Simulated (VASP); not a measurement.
# Mg8H (Imm2) in VASP: further runs

Runs on Mg8H. Level: PBE. Tasks: single point.

Program: VASP 6.6.1. These are calculated values, not measurements. Logs are shortened: lines on timing, memory, paths and dates and some standing lists are left out, and cuts for length are marked.

### 1 The cell of the first run

It takes space group Imm2 (No. 44, orthorhombic). Conventional cell: a = 6.488 Å, b = 7.590 Å, c = 7.646 Å, α = 90.00°, β = 90.00°, γ = 90.00°. Mg (site symmetry m) has 1 H at 2.01 Å within 2.7 Å. Within 2.6 Å of Mg (site symmetry m) lie 1 H at 1.98 Å. Within 4.1 Å of Mg (site symmetry m) lie 13 Mg at 3.14 to 3.86 Å and 1 H at 3.79 Å. Mg (site symmetry m) has 13 Mg at 3.13 to 3.96 Å and 3 H at 3.48 to 3.78 Å within 4.1 Å. Within 2.6 Å of H (site symmetry mm2) lie 4 Mg at 1.98 to 2.01 Å.

### 2 Single point, PBE

File INCAR:

```
SYSTEM = Mg8H
ALGO     = Normal         ! electronic algorithm
EDIFF    = 1E-6           ! SCF threshold, eV
ENCUT    = 520            ! plane-wave cutoff, eV
GGA      = PE             ! functional
ISIF     = 2              ! what is computed and relaxed
ISMEAR   = 0              ! smearing method
LASPH    = .True.         ! aspherical terms in the spheres
LCHARG   = .False.        ! write CHGCAR
LREAL    = .False.        ! projectors in reciprocal space
LWAVE    = .False.        ! write WAVECAR
NBANDS   = 18             ! bands
NELM     = 80             ! most SCF steps
PREC     = Accurate       ! precision mode
SIGMA    = 0.1            ! smearing width, eV
```

File KPOINTS:

```
k-points
0
Gamma
  4 4 4
  0 0 0
```

File POSCAR:

```
Mg8H
1.0
   -3.7948219534      3.8229625932      3.2442294898
    3.7948219534     -3.8229625932      3.2442294898
    3.7948219534      3.8229625932     -3.2442294898
Mg H
8 1
Direct
   -0.0105034374      0.0412368712      0.0307334339
    0.0385960388     -0.0050362690      0.5436323078
   -0.0426924497      0.5033933549     -0.0460858045
   -0.0105034374      0.4587631288      0.4482596914
    0.4505208406     -0.0033933549     -0.0460858045
    0.5000384775     -0.0435523828      0.4564860947
    0.5000384775      0.5435523828      0.0435908603
    0.5486685767      0.5050362690      0.5436323078
    0.1508369133      0.2500000000      0.4008369133
```

Potentials or basis: VASP PAW PBE potentials, release 64 (Mg, H).

Started as:

```bash
$ cat potpaw_PBE.64/Mg/POTCAR potpaw_PBE.64/H/POTCAR > POTCAR
$ mpirun -np 1 vasp_std > vasp.out
```

OUTCAR:

```text
SYSTEM = Mg8H
   EDIFF = 1E-6
   ENCUT = 520
   GGA = PE
   ISIF = 2
   ISMEAR = 0
   LASPH = .True.
   LREAL = .False.
   NELM = 80
   PREC = Accurate

 ion  position               nearest neighbor table
   1  0.989  0.041  0.031-   9 2.01   8 3.11   2 3.11   5 3.16   3 3.16   4 3.17   3 3.18   5 3.18
                             7 3.25   7 3.25   2 3.26   8 3.26
   2  0.039  0.995  0.544-   9 1.98   4 3.11   1 3.11   5 3.14   6 3.17   7 3.17   8 3.18   6 3.19
                             7 3.19   1 3.26   4 3.26   8 3.31
   3  0.957  0.503  0.954-   8 3.14   4 3.16   1 3.16   7 3.18   6 3.18   1 3.18   4 3.18   6 3.18
                             7 3.18   5 3.20   5 3.29
   4  0.989  0.459  0.448-   9 2.01   2 3.11   8 3.11   3 3.16   5 3.16   1 3.17   5 3.18   3 3.18
                             6 3.25   6 3.25   8 3.26   2 3.26
   5  0.451  0.997  0.954-   2 3.14   1 3.16   4 3.16   6 3.18   7 3.18   4 3.18   1 3.18   6 3.18
                             7 3.18   3 3.20   3 3.29
   6  0.500  0.956  0.456-   7 3.13   8 3.17   2 3.17   3 3.18   5 3.18   5 3.18   3 3.18   2 3.19
                             8 3.19   4 3.25   4 3.25
   7  0.500  0.544  0.044-   6 3.13   2 3.17   8 3.17   3 3.18   5 3.18   5 3.18   3 3.18   8 3.19
                             2 3.19   1 3.25   1 3.25
   8  0.549  0.505  0.544-   9 1.98   1 3.11   4 3.11   3 3.14   6 3.17   7 3.17   2 3.18   7 3.19
                             6 3.19   4 3.26   1 3.26   2 3.31
   9  0.151  0.250  0.401-   8 1.98   2 1.98   1 2.01   4 2.01

  LATTYP: Found a body centered orthorhombic cell.
 ALAT       =     6.4884589796
 B/A-ratio  =     1.1697144007
 C/A-ratio  =     1.1783884603

  Lattice vectors:

 A1 = (   3.7948219534,  -3.8229625932,   3.2442294898)
 A2 = (  -3.7948219534,  -3.8229625932,  -3.2442294898)
 A3 = (   3.7948219534,   3.8229625932,  -3.2442294898)

Analysis of symmetry for initial positions (statically):
=====================================================================
 Subroutine PRICEL returns:
 Original cell was already a primitive cell.

 Routine SETGRP: Setting up the symmetry group for a
 body centered orthorhombic supercell.

 Subroutine GETGRP returns: Found  4 space group operations
 (whereof  2 operations were pure point group operations)
 out of a pool of  8 trial point group operations.

The static configuration has the point symmetry C_1h.
 The point group associated with its full space group is C_2v.

Analysis of symmetry for dynamics (positions and initial velocities):
=====================================================================
 Subroutine PRICEL returns:
 Original cell was already a primitive cell.

 Routine SETGRP: Setting up the symmetry group for a
 body centered orthorhombic supercell.

 Subroutine GETGRP returns: Found  4 space group operations
 (whereof  2 operations were pure point group operations)
 out of a pool of  8 trial point group operations.

The dynamic configuration has the point symmetry C_1h.
 The point group associated with its full space group is C_2v.

 Subroutine INISYM returns: Found  4 space group operations
 (whereof  2 operations are pure point group operations),
 and found     1 'primitive' translations

----------------------------------------------------------------------------------------

                                     Primitive cell

  volume of cell :     188.2621

  direct lattice vectors                    reciprocal lattice vectors
    -3.794821953  3.822962593  3.244229490     0.000000000  0.130788620  0.154119800
     3.794821953 -3.822962593  3.244229490     0.131758487  0.000000000  0.154119800
     3.794821953  3.822962593 -3.244229490     0.131758487  0.130788620  0.000000000

  length of vectors
     6.288142940  6.288142940  6.288142940     0.202135043  0.202763931  0.185650106

  position of ions in fractional coordinates (direct lattice)
     0.989496563  0.041236871  0.030733434
     0.038596039  0.994963731  0.543632308
     0.957307550  0.503393355  0.953914195
     0.989496563  0.458763129  0.448259691
     0.450520841  0.996606645  0.953914195
     0.500038477  0.956447617  0.456486095
     0.500038477  0.543552383  0.043590860
     0.548668577  0.505036269  0.543632308
     0.150836913  0.250000000  0.400836913

  ion indices of the primitive-cell ions
   primitive index   ion index
                 1           1
                 2           2
                 3           3
                 4           4
                 5           5
                 6           6
                 7           7
                 8           8
                 9           9

----------------------------------------------------------------------------------------

 KPOINTS: k-points

Automatic generation of k-mesh.
 Grid dimensions read from file:
 generate k-points for:    4    4    4

 Generating k-lattice:

  Cartesian coordinates                     Fractional coordinates (reciprocal lattice)
     0.000000000  0.032697155  0.038529950     0.250000000  0.000000000  0.000000000
     0.032939622  0.000000000  0.038529950     0.000000000  0.250000000  0.000000000
     0.032939622  0.032697155  0.000000000     0.000000000  0.000000000  0.250000000

  Length of vectors
     0.050533761  0.050690983  0.046412527

  Shift w.r.t. Gamma in fractional coordinates (k-lattice)
     0.000000000  0.000000000  0.000000000

 Subroutine IBZKPT returns following result:
 ===========================================

 Found     18 irreducible k-points:

 Following reciprocal coordinates:
            Coordinates               Weight
  0.000000  0.000000  0.000000      1.000000
  0.250000  0.000000  0.000000      4.000000
  0.500000  0.000000  0.000000      2.000000
 -0.000000  0.250000  0.000000      4.000000
  0.250000  0.250000  0.000000      8.000000
  0.500000  0.250000 -0.000000      8.000000
[... 10 lines left out ...]
 -0.250000 -0.250000  0.250000      2.000000
  0.500000  0.500000  0.500000      1.000000
   k-points           NKPTS =     18   k-points in BZ     NKDIM =     18   number of bands    NBANDS=     18
   number of dos      NEDOS =    301   number of ions     NIONS =      9
   total plane-waves  NPLWV = 110592
   dimension x,y,z NGX =    48 NGY =   48 NGZ =   48
   dimension x,y,z NGXF=    96 NGYF=   96 NGZF=   96
   ions per type =               8   1
   NGX,Y,Z   is equivalent  to a cutoff of  12.69, 12.69, 12.69 a.u.
   NGXF,Y,Z  is equivalent  to a cutoff of  25.38, 25.38, 25.38 a.u.
 SYSTEM =  Mg8H
   PREC   = accura    normal or accurate (medium, high low for compatibility)
   ISTART =      0    job   : 0-new  1-cont  2-samecut
   ICHARG =      2    charge: 1-file 2-atom 10-const
   ISPIN  =      1    spin polarized calculation?
   LNONCOLLINEAR =      F non collinear calculations
   LSORBIT =      F    spin-orbit coupling
   LASPH  =      T    aspherical Exc in radial PAW
   ENCUT  =  520.0 eV  38.22 Ry    6.18 a.u.  11.69 11.69 11.69*2*pi/ulx,y,z
   NELM   =     80;   NELMIN=  2; NELMDL= -5     # of ELM steps
   EDIFF  = 0.1E-05   stopping-criterion for ELM
   LREAL  =      F    real-space projection
   EDIFFG = 0.1E-04   stopping-criterion for IOM
   NSW    =      0    number of steps for IOM
   IBRION =     -1    ionic relax: 0-MD 1-quasi-New 2-CG
   NFREE  =      0    steps in history (QN), initial steepest desc. (CG)
   ISIF   =      2    stress and relaxation
   ISYM   =      2    0-nonsym 1-usesym 2-fastsym
   POTIM  = 0.5000    time-step for ionic-motion
   TEBEG  =    0.0;   TEEND  =   0.0 temperature during run
   PSTRESS=    0.0 pullay stress
   NELECT =      17.0000    total number of electrons
   NUPDOWN=      -1.0000    fix difference up-down
   EMIN   =  10.00;   EMAX   =-10.00  energy-range for DOS
   EFERMI =   0.00;   METHOD = LEGACY
   ISMEAR =     0;   SIGMA  =   0.10  broadening in eV -4-tet -1-fermi 0-gaus
   EFERMI_NEDOS =   21; number of points for ismear=-14 and -15
   IALGO  =     38    algorithm
   IMIX   =      4    mixing-type and parameters
     AMIX     =   0.40;   BMIX     =  1.00
     AMIX_MAG =   1.60;   BMIX_MAG =  1.00
  volume/ion in A,a.u.               =      20.92       141.16
  Fermi-wavevector in a.u.,A,eV,Ry     =   0.734463  1.387934  7.339478  0.539436
  Thomas-Fermi vector in A             =   1.827422
   LORBIT       =      0    0 simple, 1 ext, 2 COOP (PROOUT), +10 PAW based schemes
   GGA     = PE    functional components
   LHFCALC =     F    Hartree Fock is set to
   AEXX    =    0.0000 exact exchange contribution
   IVDW    =     0    specifies the selected vdW correction
   LEPSILON=     F    determine dielectric tensor
   LRPA    =     F    only Hartree local field effects (RPA)
 non-spin polarized calculation
 Gauss-broadening in eV      SIGMA  =   0.10
  energy-cutoff  :      520.00
  volume of cell :      188.26
 maximum number of plane-waves:      5098
 NGX is ok and might be reduce to    48
   NGX = 23   NGY = 23   NGZ = 23

 number of electron      17.0000000 magnetization

 Free energy of the ion-electron system (eV)
  ---------------------------------------------------
  ext. energy  EPLUGINS =         0.00000000
  ---------------------------------------------------
  free energy    TOTEN  =       -15.21295574 eV

  energy without entropy =      -15.19739933  energy(sigma->0) =      -15.20517754

 E-fermi :   2.6560     XC(G=0):  -8.4830

 val. band max:        2.6404700376   @ k =   0.2500   0.2500   0.2500
 cond. band min:       2.7519870371   @ k =   0.2500   0.5000   0.0000
 fundamental gap:      0.1115169995
 Fermi energy:         2.6559606740

 k-point     1 :       0.0000    0.0000    0.0000
  band No.  band energies     occupation
      1      -4.9578      2.00000
      2      -2.1475      2.00000
      3       0.5737      2.00000
      4       0.8686      2.00000
      5       0.8927      2.00000
      6       1.0304      2.00000
[... 10 lines left out ...]
     17       5.8370      0.00000
     18       8.8794      0.00000

 k-point     2 :       0.2500    0.0000    0.0000
  band No.  band energies     occupation
      1      -4.6761      2.00000
      2      -2.3857      2.00000
      3      -0.6888      2.00000
      4       0.0146      2.00000
      5       0.0503      2.00000
      6       0.4868      2.00000
[... 10 lines left out ...]
     17       6.9677      0.00000
     18       7.1482      0.00000

 k-point     3 :       0.5000    0.0000    0.0000
  band No.  band energies     occupation
      1      -4.2409      2.00000
      2      -2.7631      2.00000
      3      -1.5711      2.00000
      4      -0.3184      2.00000
      5      -0.1444      2.00000
      6      -0.0848      2.00000
[... 10 lines left out ...]
     17       6.5413      0.00000
     18       6.5881      0.00000

 k-point     4 :      -0.0000    0.2500    0.0000
  band No.  band energies     occupation
      1      -4.6754      2.00000
      2      -2.3796      2.00000
      3      -0.6249      2.00000
      4      -0.1587      2.00000
      5       0.1623      2.00000
      6       0.3185      2.00000
[... 249 lines left out ...]
      4      -1.2276      2.00000
      5      -0.4462      2.00000
      6       0.6279      2.00000
[... 10 lines left out ...]
     17       6.8645      0.00000
     18       7.2243      0.00000

 k-point    17 :      -0.2500   -0.2500    0.2500
  band No.  band energies     occupation
      1      -4.3688      2.00000
      2      -2.4732      2.00000
      3      -0.9687      2.00000
      4      -0.7927      2.00000
      5      -0.7352      2.00000
      6       0.5971      2.00000
[... 10 lines left out ...]
     17       6.4768      0.00000
     18       7.1571      0.00000

 k-point    18 :       0.5000    0.5000    0.5000
  band No.  band energies     occupation
      1      -4.0381      2.00000
      2      -1.8418      2.00000
      3      -1.6591      2.00000
      4      -1.6014      2.00000
      5      -1.0803      2.00000
      6      -0.7700      2.00000
[... 10 lines left out ...]
     17       7.6259      0.00000
     18       7.6638      0.00000

------------------------ aborting loop because EDIFF is reached ----------------------------------------

  FORCE on cell =-STRESS in cart. coord.  units (eV):
  Direction    XX          YY          ZZ          XY          YZ          ZX
  --------------------------------------------------------------------------------------
  -------------------------------------------------------------------------------------
  Total       -0.1804346     -0.2141261     -0.1843700      0.0000000      0.0000000      0.0000000
  in kB       -1.5355623     -1.8222886     -1.5690540      0.0000000      0.0000000      0.0000000
  external PRESSURE =      -1.6423016 kB  Pullay stress =       0.0000000 kB

 VOLUME and BASIS-vectors are now :
 -----------------------------------------------------------------------------
  energy-cutoff  :      520.00
  volume of cell :      188.26
      direct lattice vectors                 reciprocal lattice vectors
    -3.794821953  3.822962593  3.244229490     0.000000000  0.130788620  0.154119800
     3.794821953 -3.822962593  3.244229490     0.131758487  0.000000000  0.154119800
     3.794821953  3.822962593 -3.244229490     0.131758487  0.130788620  0.000000000

 POSITION                                       TOTAL-FORCE (eV/Angst)
 -----------------------------------------------------------------------------------
     -3.48185      3.74265      3.24423        -0.006878     -0.004250     -0.000000
      5.69223     -1.57787      1.58944         0.000000      0.000823      0.006304
      1.89741      5.38208      1.64413         0.000000     -0.003194     -0.006093
     -0.31297      3.74265      3.24423         0.006878     -0.004250     -0.000000
      5.69223      1.55911      1.60010        -0.000000     -0.003194      0.006093
      3.46427      0.00029      3.24423        -0.006754     -0.002300     -0.000000
      0.33055      0.00029      3.24423         0.006754     -0.002300      0.000000
      1.89741      2.24509      1.65479         0.000000      0.000823     -0.006304
      1.89741      1.15329      0.00000         0.000000      0.017842     -0.000000
 -----------------------------------------------------------------------------------
    total drift:                               -0.000000      0.000113     -0.000000

  FREE ENERGIE OF THE ION-ELECTRON SYSTEM (eV)
  ---------------------------------------------------
  free  energy   TOTEN  =       -15.2129557411 eV

  energy  without entropy=      -15.1973993304  energy(sigma->0) =      -15.20517754
```

It took 34 s on 1 thread of Intel Xeon 6975P-C (Granite Rapids), shared host; peak memory 0.33 GiB.

What came out:

* Free energy: -15.2130 eV
* Pressure: -0.2 GPa
* Largest force: 0.018 eV/Å

Forces on the atoms (eV/Å):
```
Mg  -0.007 -0.004  0.000
Mg   0.000  0.001  0.006
Mg   0.000 -0.003 -0.006
Mg   0.007 -0.004  0.000
Mg   0.000 -0.003  0.006
Mg  -0.007 -0.002  0.000
Mg   0.007 -0.002  0.000
Mg   0.000  0.001 -0.006
H    0.000  0.018  0.000
```

Levels at points of the mesh, in eV from the Fermi level:
| k point | band 6 | band 7 | band 8 | band 9 | band 10 | band 11 |
| --- | --- | --- | --- | --- | --- | --- |
| (0.00, 0.00, 0.00) | -1.63 | -1.33 | -1.19 | -1.11 | -0.84 | -0.73 |
| (0.50, 0.00, 0.00) | -2.74 | -1.26 | -0.53 | 0.60 | 1.43 | 1.66 |
| (0.00, 0.50, 0.00) | -2.82 | -1.11 | -0.45 | 0.72 | 1.40 | 1.65 |
| (0.50, 0.50, 0.00) | -2.16 | -1.37 | -0.84 | -0.53 | -0.40 | 1.43 |
| (0.50, 0.50, 0.50) | -3.43 | -0.75 | 0.96 | 0.99 | 1.15 | 1.50 |

### 3 Single point, PBE

File INCAR:

```
SYSTEM = Mg8H
ALGO = Normal
EDIFF = 1E-7
ENCUT = 520
GGA = PE
ISIF = 2
ISMEAR = 0
LASPH = .True.
LCHARG = .False.
LREAL = .False.
LWAVE = .False.
NBANDS = 18
NELM = 100
PREC = Accurate
SIGMA = 0.1
```

File KPOINTS:

```
k-points
0
Gamma
  6 6 6
  0 0 0
```

File POSCAR:

```
Mg8H
1.0
   -3.7910629923      3.8284013652      3.2413340254
    3.7910629923     -3.8284013652      3.2413340254
    3.7910629923      3.8284013652     -3.2413340254
Mg H
8 1
Direct
   -0.0104023093      0.0399840495      0.0295817403
    0.0368732064     -0.0056382687      0.5425114750
   -0.0436276972      0.5030449134     -0.0466726106
   -0.0104023093      0.4600159505      0.4496136412
    0.4502824760     -0.0030449134     -0.0466726106
    0.5009920477     -0.0440523246      0.4569397231
    0.5009920477      0.5440523246      0.0450443723
    0.5481497437      0.5056382687      0.5425114750
    0.1521427943      0.2500000000      0.4021427943
```

Potentials or basis: VASP PAW PBE potentials, release 64 (Mg, H).

Started as:

```bash
$ cat potpaw_PBE.64/Mg/POTCAR potpaw_PBE.64/H/POTCAR > POTCAR
$ mpirun -np 1 vasp_std > vasp.out
```

It took 75 s on 1 thread of Intel Xeon 6975P-C (Granite Rapids), shared host; peak memory 0.39 GiB.

It converged, with:

```yaml
Free_energy: -15.1443 eV
Pressure: -0.1 GPa
Largest_force: 0.004 eV/Å
```

Forces in eV/Å, atoms in the order of the input:
```
Mg   0.001 -0.004  0.000
Mg   0.000  0.001  0.002
Mg   0.000  0.002 -0.001
Mg  -0.001 -0.004  0.000
Mg   0.000  0.002  0.001
Mg   0.002 -0.001  0.000
Mg  -0.002 -0.001  0.000
Mg   0.000  0.001 -0.002
H    0.000  0.004  0.000
```

Levels at points of the mesh, in eV from the Fermi level:
```
           k point  band 4  band 5  band 6  band 7  band 8  band 9  band 10  band 11  band 12  band 13
(0.00, 0.00, 0.00)   -1.76   -1.74   -1.61   -1.30   -1.15   -1.08    -0.81    -0.69    -0.46    -0.44
(0.50, 0.00, 0.00)   -2.94   -2.77   -2.71   -1.23   -0.51    0.62     1.47     1.69     1.85     1.98
(0.00, 0.50, 0.00)   -2.97   -2.92   -2.80   -1.08   -0.41    0.75     1.44     1.68     1.93     2.00
(0.50, 0.50, 0.00)   -2.19   -2.15   -2.12   -1.34   -0.81   -0.52    -0.37     1.46     2.32     2.46
(0.50, 0.50, 0.50)   -4.23   -3.71   -3.39   -0.71    0.99    1.03     1.19     1.53     1.59     2.59
```
